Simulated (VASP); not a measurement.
Set up this calculation in VASP 6.6.1, as the native input.

| Item | Value |
| --- | --- |
| Task | single point |
| Functional | LDA |
| Potentials or basis | VASP PAW LDA potentials, release 64 (C, O, H) |
| Cutoff | 520 eV |
| k mesh | 2 × 2 × 1 |
| Occupations | gaussian, width 0.05 eV |
| Spin | no spin polarisation |
| Dipole correction | no |
| Further INCAR settings | LREAL = Auto; ALGO = Normal; EDIFF = 1e-07; NBANDS = 56 |

The structure of H2C18O lies in POSCAR:

```
H2C18O
1.0
    7.3980000000      0.0000000000      0.0000000000
   -3.6990000000      6.4068560000      0.0000000000
    0.0000000000      0.0000000000     13.0000000000
C O H
18 1 2
Direct
   -0.0025722911      0.0062668804      0.0545237692
    0.2225110191      0.1187254716      0.0545819231
   -0.0008381169      0.3418617494      0.0544666923
    0.2206284136      0.4526012447      0.0545146923
   -0.0001957262      0.6733482070      0.0544478462
    0.2200544245      0.7835362618      0.0544824615
    0.3325257876      0.0084624971      0.0545123077
    0.5539708241      0.1192392962      0.0544159231
    0.3331088515      0.3401963459      0.0545293077
    0.5533425700      0.4502339369      0.0544200769
    0.3307938213      0.6728350067      0.0544446154
    0.5556061462      0.7852587915      0.0541879231
    0.6662962284      0.0067306023      0.0542054615
    0.8865411674      0.1170244813      0.0543379231
    0.6640253144      0.3394769603      0.0544585385
    0.8889121047      0.4518904436      0.0544647692
    0.6655602974      0.6750292187      0.0541723077
    0.8871185347      0.7856788103      0.0542947692
    0.7838754469      0.8556416751      0.2839417692
    0.8712301327      0.8949628336      0.2225022308
    0.8585005735      0.9715475110      0.3310183077
```

The input as run:

INCAR

```
  ALGO = Normal
  EDIFF = 1E-7
  ENCUT = 520
  ISIF = 2
  ISMEAR = 0
  LASPH = T
  LCHARG = T
  LELF = T
  LREAL = Auto
  LVHAR = T
  LWAVE = F
  NBANDS = 56
  NELM = 60
  PREC = Accurate
  SIGMA = 0.05
```

KPOINTS

```
k-points
0
Gamma
  2 2 1
```

Potentials or basis: VASP PAW LDA potentials, release 64 (C, O, H).

Command:

```console
$ cat potpaw_LDA.64/C/POTCAR potpaw_LDA.64/O/POTCAR potpaw_LDA.64/H/POTCAR > POTCAR
$ mpirun -np 1 vasp_std > vasp.out
```

It gave:

```json
{
 "Largest force": "0.226 eV/Å",
 "Band gap on the k mesh": "0.21 eV, direct"
}
```

Caveat: the k points lie up to 0.49 Å⁻¹ apart.

Run time: 7.6 min on 1 thread of Oxide Virtual Turin-like Processor, on a shared host, peak memory 0.48 GiB.
